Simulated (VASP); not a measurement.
Here is a VASP 6.6.1 calculation.

Contents of INCAR:

```
SYSTEM = VGe
PREC     = Accurate       ! precision mode
ENCUT    = 500            ! plane-wave cutoff, eV
EDIFF    = 1E-6           ! SCF threshold, eV
ISMEAR   = -1             ! smearing method
SIGMA    = 0.05           ! smearing width, eV
LREAL    = .False.        ! projectors in reciprocal space
LASPH    = .True.         ! aspherical terms in the spheres
NELM     = 120            ! most SCF steps
ALGO     = Normal         ! electronic algorithm
ISIF     = 2              ! what is computed and relaxed
LWAVE    = .False.        ! write WAVECAR
LCHARG   = .False.        ! write CHGCAR
GGA      = PE             ! functional
NBANDS   = 20             ! bands
GGA_COMPAT= .False.
```

Contents of KPOINTS:

```
Automatic mesh
0
Gamma
  13 13 13
  0 0 0
```

POSCAR

```
VGe
1.0
    0.0000000000      2.3673313404      2.3673313404
    2.3673313404      0.0000000000      2.3673313404
    2.3673313404      2.3673313404      0.0000000000
V Ge
1 1
Direct
    0.0000000000      0.0000000000      0.0000000000
    0.2500000000      0.2500000000      0.2500000000
```

Potentials or basis: VASP PAW PBE potentials, release 64 (V_sv, Ge_d).

The run is started by

```bash
$ cat potpaw_PBE.64/V_sv/POTCAR potpaw_PBE.64/Ge_d/POTCAR > POTCAR
$ mpirun -np 1 vasp_std > vasp.out
```

Problem. Predict the pressure.

Solution. 106.5 GPa.

Problem. Predict the band gap on the k mesh.

Solution. Zero (an odd number of electrons rules out a gap without spin polarisation).

Caveat: the cell stands under pressure.
